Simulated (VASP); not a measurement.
A run of VASP 6.6.1 is set up as follows.

The input POSCAR:

```
AlN
1.0
    0.0000000000      2.2067251766      2.2067251766
    2.2067251766      0.0000000000      2.2067251766
    2.2067251766      2.2067251766      0.0000000000
Al N
1 1
Direct
    0.0000000000      0.0000000000      0.0000000000
    0.2500000000      0.2500000000      0.2500000000
```

File INCAR.step1:

```
ALGO = Normal
EDIFF = 1E-4
ENCUT = 520
GGA = PE
ISMEAR = 0
LASPH = True
LCHARG = False
LREAL = False
LWAVE = True
NBANDS = 11
NELM = 80
PREC = Accurate
SIGMA = 0.01
```

Contents of INCAR.step2:

```
ALGO = Normal
EDIFF = 1E-7
ENCUT = 520
ISIF = 2
ISMEAR = 0
ISTART = 1
LASPH = True
LCHARG = False
LMIXTAU = True
LREAL = False
LWAVE = False
METAGGA = R2SCAN
NBANDS = 11
NELM = 80
PREC = Accurate
SIGMA = 0.01
```

File KPOINTS:

```
k-points
0
Gamma
  10 10 10
```

Potentials or basis: VASP PAW PBE potentials, release 64 (Al, N).

Command:

```sh
$ cat potpaw_PBE.64/Al/POTCAR potpaw_PBE.64/N/POTCAR > POTCAR
$ cp INCAR.step1 INCAR
$ mpirun -np 1 vasp_std > vasp.out
$ cp INCAR.step2 INCAR
$ mpirun -np 1 vasp_std > vasp.out
```

What does it give for the pressure?

-6.3 GPa.

Predict the band gap on the k mesh.

3.91 eV, indirect (least direct gap 4.60 eV).

Caveat: the cell differs from its parent crystal (strain +1.0%); the PAW data sets were made with another functional, which shifts forces and pressure a little. A k mesh can miss the band edges.
